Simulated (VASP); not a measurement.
# CaCd3Pb4F16 (P1) in VASP: single point with r2SCAN

Aim: the single point of CaCd3Pb4F16 with r2SCAN.

Program: VASP 6.6.1. These are calculated values, not measurements. Logs are shortened: lines on timing, memory, paths and dates and some standing lists are left out, and cuts for length are marked.

### Step 1. The cell of the first run

The typed cell holds 24 atoms: a = 8.037 Å, b = 7.986 Å, c = 8.036 Å, α = 59.79°, β = 60.00°, γ = 59.79°.

### Step 2. Single point, r2SCAN

POSCAR

```
CaCd3Pb4F16
1.0
   -5.6828990641      5.6824387587     -0.0000568927
   -5.6470183089      0.0358238625      5.6470079975
   -0.0000010317      5.6823808342      5.6828308284
F Ca Cd Pb
16 1 3 4
Direct
    0.8827079722      0.8521283109      0.3824649187
    0.3831369915      0.8522478976      0.3824271205
    0.8685438032      0.3941408544      0.3694481295
    0.8816347006      0.8561349400      0.8811729393
    0.3691198477      0.3928770841      0.3692924533
    0.3829027185      0.8526549062      0.8820708968
    0.8690280940      0.3936384584      0.8679129345
    0.3700041911      0.3934167337      0.8680648242
    0.6302808106      0.6071880372      0.1310051888
    0.1320146678      0.6074355490      0.1308543431
    0.6171754242      0.1492228686      0.1169557819
    0.6305876263      0.6084352342      0.6307312111
    0.1186558290      0.1451513211      0.1181420965
    0.1314706067      0.6079145726      0.6297604636
    0.6174341681      0.1488604409      0.6166985481
    0.1175557827      0.1487365226      0.6167360025
    1.0002068196      0.5006536732     -0.0003690464
    0.5000308299      0.5008056607      0.9996860630
    1.0001746667      0.5005280419      0.4996502633
    0.5001144102      0.5005892935      0.4996199274
    0.0001102701      0.0007609677      0.9995224723
    0.5001283238      0.0009381894     -0.0005637751
    0.0002370880      1.0004647507      0.4995718655
    0.5001880935      0.0004655105      0.4996580292
```

INCAR.step1

```
SYSTEM = CaCd3Pb4F16
  PREC = Accurate
  ENCUT = 520
  ISMEAR = 0
  SIGMA = 0.1
  LREAL = Auto
  LASPH = .True.
  NELM = 100
  ISYM = 0
  NBANDS = 125
  GGA = PE
  ALGO = Normal
  EDIFF = 1E-4
  LWAVE = .True.
  LCHARG = .False.
```

INCAR.step2

```
SYSTEM = CaCd3Pb4F16
  PREC = Accurate
  ENCUT = 520
  EDIFF = 1E-6
  ISMEAR = 0
  SIGMA = 0.1
  LREAL = Auto
  LASPH = .True.
  NELM = 100
  ALGO = Normal
  ISIF = 2
  LWAVE = .False.
  LCHARG = .False.
  METAGGA = R2SCAN
  LMIXTAU = .True.
  ISYM = 0
  NBANDS = 125
  ISTART = 1
```

KPOINTS

```
Automatic mesh
0
Gamma
  2 2 2
  0.5 0.5 0.5
```

Potentials or basis: VASP PAW PBE potentials, release 64 (F, Ca_sv, Cd, Pb_d).

Launch:

```bash
$ cat potpaw_PBE.64/F/POTCAR potpaw_PBE.64/Ca_sv/POTCAR potpaw_PBE.64/Cd/POTCAR potpaw_PBE.64/Pb_d/POTCAR > POTCAR
$ cp INCAR.step1 INCAR
$ mpirun -np 1 vasp_std > vasp.out
$ cp INCAR.step2 INCAR
$ mpirun -np 1 vasp_std > vasp.out
```

OUTCAR:

```text
SYSTEM = CaCd3Pb4F16
   PREC = Accurate
   ENCUT = 520
   EDIFF = 1E-6
   ISMEAR = 0
   LREAL = Auto
   LASPH = .True.
   NELM = 100
   ISIF = 2
   METAGGA = R2SCAN
   ISYM = 0
   ISTART = 1

 ion  position               nearest neighbor table
   1  0.883  0.852  0.382-  19 2.29  24 2.51  21 2.51  23 2.51
   2  0.383  0.852  0.382-  20 2.29  24 2.51  23 2.51  22 2.51
   3  0.869  0.394  0.369-  19 2.42  20 2.42  17 2.43  23 2.56
   4  0.882  0.856  0.881-  17 2.31  21 2.50  22 2.50  23 2.50
   5  0.369  0.393  0.369-  19 2.42  20 2.42  18 2.43  24 2.55
   6  0.383  0.853  0.882-  18 2.29  24 2.51  21 2.51  22 2.51
[... 8 lines left out ...]
  15  0.617  0.149  0.617-  20 2.29  24 2.51  22 2.51  23 2.51
  16  0.118  0.149  0.617-  19 2.29  24 2.51  23 2.51  21 2.51
  17  0.000  0.501  1.000-   4 2.31  13 2.31   8 2.43  10 2.43   3 2.43  14 2.43   7 2.43   9 2.43

  18  0.500  0.501  1.000-  11 2.29   6 2.29   9 2.42  10 2.42  12 2.42   7 2.42   8 2.42   5 2.43

  19  0.000  0.501  0.500-   1 2.29  16 2.29   3 2.42   7 2.42  14 2.42  10 2.42   5 2.42  12 2.43

  20  0.500  0.501  0.500-   2 2.29  15 2.29   8 2.42   3 2.42  14 2.42   9 2.42   5 2.42  12 2.42

  21  0.000  0.001  1.000-   4 2.50  13 2.50  16 2.51   6 2.51  11 2.51   1 2.51   7 2.55  10 2.56
                            22 4.02  23 4.02  24 4.02  23 4.02  24 4.02  22 4.02
  22  0.500  0.001  0.999-  13 2.50   4 2.50  15 2.51  11 2.51   6 2.51   2 2.51   8 2.55   9 2.56
                            21 4.02  24 4.02  23 4.02  24 4.02  23 4.02  21 4.02
  23  0.000  0.000  0.500-  13 2.50   4 2.50  16 2.51  15 2.51   2 2.51   1 2.51  14 2.55   3 2.56
                            21 4.02  24 4.02  24 4.02  22 4.02  21 4.02  22 4.02
  24  0.500  0.000  0.500-   6 2.51   2 2.51   1 2.51  16 2.51  15 2.51  11 2.51  12 2.55   5 2.55
                            22 4.02  21 4.02  23 4.02  23 4.02  22 4.02  21 4.02

IMPORTANT INFORMATION: All symmetrisations will be switched off!
NOSYMM: (Re-)initialisation of all symmetry stuff for point group C_1.

----------------------------------------------------------------------------------------

                                     Primitive cell

  volume of cell :     363.5557

  direct lattice vectors                    reciprocal lattice vectors
    -5.682899064  5.682438759 -0.000056893    -0.087702842  0.088269949 -0.088262975
    -5.647018309  0.035823862  5.647007998    -0.088824520 -0.088830826  0.088823776
    -0.000001032  5.682380834  5.682830828     0.088263719  0.088271747  0.087703896

  length of vectors
     8.036507452  7.986162937  8.036418243     0.152557285  0.153851793  0.152559362

  position of ions in fractional coordinates (direct lattice)
     0.882707972  0.852128311  0.382464919
     0.383136992  0.852247898  0.382427120
     0.868543803  0.394140854  0.369448130
     0.881634701  0.856134940  0.881172939
     0.369119848  0.392877084  0.369292453
     0.382902718  0.852654906  0.882070897
[... 16 lines left out ...]
     0.000237088  0.000464751  0.499571866
     0.500188094  0.000465510  0.499658029

  ion indices of the primitive-cell ions
   primitive index   ion index
                 1           1
                 2           2
                 3           3
                 4           4
                 5           5
                 6           6
[... 16 lines left out ...]
                23          23
                24          24

----------------------------------------------------------------------------------------

 KPOINTS: Automatic mesh

Automatic generation of k-mesh.
 Grid dimensions read from file:
 generate k-points for:    2    2    2

 Generating k-lattice:

  Cartesian coordinates                     Fractional coordinates (reciprocal lattice)
    -0.043851421  0.044134974 -0.044131488     0.500000000 -0.000000000  0.000000000
    -0.044412260 -0.044415413  0.044411888     0.000000000  0.500000000 -0.000000000
     0.044131860  0.044135874  0.043851948    -0.000000000 -0.000000000  0.500000000

  Length of vectors
     0.076278642  0.076925896  0.076279681

  Shift w.r.t. Gamma in fractional coordinates (k-lattice)
     0.500000000  0.500000000  0.500000000

 Subroutine IBZKPT returns following result:
 ===========================================

 Found      4 irreducible k-points:

 Following reciprocal coordinates:
            Coordinates               Weight
  0.250000  0.250000  0.250000      2.000000
 -0.250000  0.250000  0.250000      2.000000
 -0.250000 -0.250000  0.250000      2.000000
  0.250000 -0.250000  0.250000      2.000000
   k-points           NKPTS =      4   k-points in BZ     NKDIM =      4   number of bands    NBANDS=    125
   number of dos      NEDOS =    301   number of ions     NIONS =     24
   total plane-waves  NPLWV = 216000
   dimension x,y,z NGX =    60 NGY =   60 NGZ =   60
   dimension x,y,z NGXF=   120 NGYF=  120 NGZF=  120
   ions per type =              16   1   3   4
   NGX,Y,Z   is equivalent  to a cutoff of  12.41, 12.49, 12.41 a.u.
   NGXF,Y,Z  is equivalent  to a cutoff of  24.82, 24.98, 24.82 a.u.
 SYSTEM =  CaCd3Pb4F16
   PREC   = accura    normal or accurate (medium, high low for compatibility)
   ISTART =      1    job   : 0-new  1-cont  2-samecut
   ICHARG =      0    charge: 1-file 2-atom 10-const
   ISPIN  =      1    spin polarized calculation?
   LNONCOLLINEAR =      F non collinear calculations
   LSORBIT =      F    spin-orbit coupling
   LASPH  =      T    aspherical Exc in radial PAW
   ENCUT  =  520.0 eV  38.22 Ry    6.18 a.u.  14.94 14.85 14.94*2*pi/ulx,y,z
   NELM   =    100;   NELMIN=  2; NELMDL=  0     # of ELM steps
   EDIFF  = 0.1E-05   stopping-criterion for ELM
   LREAL  =      T    real-space projection
   EDIFFG = 0.1E-04   stopping-criterion for IOM
   NSW    =      0    number of steps for IOM
   IBRION =     -1    ionic relax: 0-MD 1-quasi-New 2-CG
   NFREE  =      0    steps in history (QN), initial steepest desc. (CG)
   ISIF   =      2    stress and relaxation
   ISYM   =      0    0-nonsym 1-usesym 2-fastsym
   POTIM  = 0.5000    time-step for ionic-motion
   TEBEG  =    0.0;   TEEND  =   0.0 temperature during run
   PSTRESS=    0.0 pullay stress
   NELECT =     214.0000    total number of electrons
   NUPDOWN=      -1.0000    fix difference up-down
   EMIN   =  10.00;   EMAX   =-10.00  energy-range for DOS
   EFERMI =   0.00;   METHOD = LEGACY
   ISMEAR =     0;   SIGMA  =   0.10  broadening in eV -4-tet -1-fermi 0-gaus
   EFERMI_NEDOS =   21; number of points for ismear=-14 and -15
   IALGO  =     38    algorithm
   IMIX   =      4    mixing-type and parameters
     AMIX     =   0.40;   BMIX     =  1.00
     AMIX_MAG =   1.60;   BMIX_MAG =  1.00
  volume/ion in A,a.u.               =      15.15       102.22
  Fermi-wavevector in a.u.,A,eV,Ry     =   1.372005  2.592714 25.611584  1.882398
  Thomas-Fermi vector in A             =   2.497651
   LORBIT       =      0    0 simple, 1 ext, 2 COOP (PROOUT), +10 PAW based schemes
   METAGGA = R2SCAN    functional components
   LHFCALC =     F    Hartree Fock is set to
   AEXX    =    0.0000 exact exchange contribution
   IVDW    =     0    specifies the selected vdW correction
   LEPSILON=     F    determine dielectric tensor
   LRPA    =     F    only Hartree local field effects (RPA)
 non-spin polarized calculation
 Gauss-broadening in eV      SIGMA  =   0.10
  energy-cutoff  :      520.00
  volume of cell :      363.56
 maximum number of plane-waves:      9804
   NGX = 29   NGY = 29   NGZ = 29

 number of electron     214.0000025 magnetization

 Free energy of the ion-electron system (eV)
  ---------------------------------------------------
  ext. energy  EPLUGINS =         0.00000000
  ---------------------------------------------------
  free energy    TOTEN  =      -407.20357372 eV

  energy without entropy =     -407.20357372  energy(sigma->0) =     -407.20357372

 E-fermi :   1.1715     XC(G=0): -10.4266

 val. band max:        0.6636330809   @ k =  -0.2500   0.2500   0.2500
 cond. band min:       5.0352721462   @ k =   0.2500  -0.2500   0.2500
 fundamental gap:      4.3716390653
 Fermi energy:         1.1714764452

 k-point     1 :       0.2500    0.2500    0.2500
  band No.  band energies     occupation
      1     -38.0490      2.00000
      2     -22.2161      2.00000
      3     -22.1298      2.00000
      4     -22.0714      2.00000
      5     -22.0438      2.00000
      6     -22.0199      2.00000
[... 111 lines left out ...]
    118       8.2219      0.00000
    119       8.7520      0.00000

 k-point     2 :      -0.2500    0.2500    0.2500
  band No.  band energies     occupation
      1     -38.0490      2.00000
      2     -22.1941      2.00000
      3     -22.1232      2.00000
      4     -22.1121      2.00000
      5     -22.0440      2.00000
      6     -22.0269      2.00000
[... 111 lines left out ...]
    118       8.2331      0.00000
    119       8.5705      0.00000

 k-point     3 :      -0.2500   -0.2500    0.2500
  band No.  band energies     occupation
      1     -38.0490      2.00000
      2     -22.1941      2.00000
      3     -22.1232      2.00000
      4     -22.1121      2.00000
      5     -22.0440      2.00000
      6     -22.0269      2.00000
[... 111 lines left out ...]
    118       8.2331      0.00000
    119       8.5705      0.00000

 k-point     4 :       0.2500   -0.2500    0.2500
  band No.  band energies     occupation
      1     -38.0490      2.00000
      2     -22.2287      2.00000
      3     -22.1009      2.00000
      4     -22.0647      2.00000
      5     -22.0494      2.00000
      6     -22.0416      2.00000
[... 111 lines left out ...]
    118       8.5767      0.00000
    119       8.7232      0.00000
 [bands above 119 left out]

------------------------ aborting loop because EDIFF is reached ----------------------------------------

  FORCE on cell =-STRESS in cart. coord.  units (eV):
  Direction    XX          YY          ZZ          XY          YZ          ZX
  --------------------------------------------------------------------------------------
  -------------------------------------------------------------------------------------
  Total        0.4707413      0.4815146      0.4675769      0.1714608     -0.1607281     -0.1591402
  in kB        2.0745405      2.1220181      2.0605953      0.7556218     -0.7083232     -0.7013254
  external PRESSURE =       2.0857180 kB  Pullay stress =       0.0000000 kB

 VOLUME and BASIS-vectors are now :
 -----------------------------------------------------------------------------
  energy-cutoff  :      520.00
  volume of cell :      363.56
      direct lattice vectors                 reciprocal lattice vectors
    -5.682899064  5.682438759 -0.000056893    -0.087702842  0.088269949 -0.088262975
    -5.647018309  0.035823862  5.647007998    -0.088824520 -0.088830826  0.088823776
    -0.000001032  5.682380834  5.682830828     0.088263719  0.088271747  0.087703896

 POSITION                                       TOTAL-FORCE (eV/Angst)
 -----------------------------------------------------------------------------------
     -9.82832      7.21977      6.98541        -0.028290     -0.027676      0.031907
     -6.98999      4.38078      6.98590        -0.026057     -0.029133      0.028751
     -7.16157      7.04891      4.32518         0.004520      0.005309     -0.015506
     -9.84485     10.04767      9.84211        -0.020540     -0.021002      0.020831
     -4.31626      4.21004      4.31719         0.013954      0.012675     -0.013132
     -6.99096      7.21863      9.82759        -0.025847     -0.026908      0.027357
[... 16 lines left out ...]
     -0.00397      2.84012      2.84161        -0.000805      0.001153      0.000821
     -2.84515      5.68155      2.84207        -0.002899     -0.002449      0.001974
 -----------------------------------------------------------------------------------
    total drift:                               -0.018719     -0.004266      0.001538

  FREE ENERGIE OF THE ION-ELECTRON SYSTEM (eV)
  ---------------------------------------------------
  free  energy   TOTEN  =      -407.2035737241 eV

  energy  without entropy=     -407.2035737241  energy(sigma->0) =     -407.20357372
```

Wall time 15 min (1 thread of Intel Xeon Platinum 8488C (Sapphire Rapids), shared host); peak memory 0.59 GiB.

What came out:

| Property | Result |
| --- | --- |
| Free energy | -407.2036 eV |
| Pressure | 0.2 GPa |
| Largest force | 0.051 eV/Å |
| Band gap on the k mesh | 4.37 eV (least direct gap 4.46 eV) |

Forces in eV/Å, atoms in the order of the input:
```
F   -0.028 -0.028  0.032
F   -0.026 -0.029  0.029
F    0.005  0.005 -0.016
F   -0.021 -0.021  0.021
F    0.014  0.013 -0.013
F   -0.026 -0.027  0.027
F    0.005  0.014 -0.006
F    0.012  0.004 -0.004
F   -0.018 -0.008  0.008
F   -0.007 -0.016  0.006
F    0.027  0.028 -0.026
F   -0.008 -0.010  0.009
F    0.023  0.023 -0.022
F   -0.006 -0.005  0.013
F    0.027  0.027 -0.030
F    0.026  0.030 -0.030
Ca   0.001 -0.003  0.001
Cd  -0.001  0.002 -0.001
Cd   0.001  0.001  0.000
Cd  -0.001 -0.001 -0.002
Pb   0.000 -0.001  0.002
Pb   0.004  0.003 -0.001
Pb  -0.001  0.001  0.001
Pb  -0.003 -0.002  0.002
```

Levels at points of the mesh, in eV from the valence-band top:
```tsv
k point	band 105	band 106	band 107	band 108	band 109	band 110
(0.25, 0.25, 0.25)	-0.15	-0.08	-0.05	5.13	5.54	5.57
```

Caveat: the PAW data sets were made with another functional, which shifts forces and pressure a little; spin-orbit coupling is left out, which moves the levels of the heavy elements; a shifted mesh leaves out Γ, where band edges can lie. A k mesh can miss the band edges.
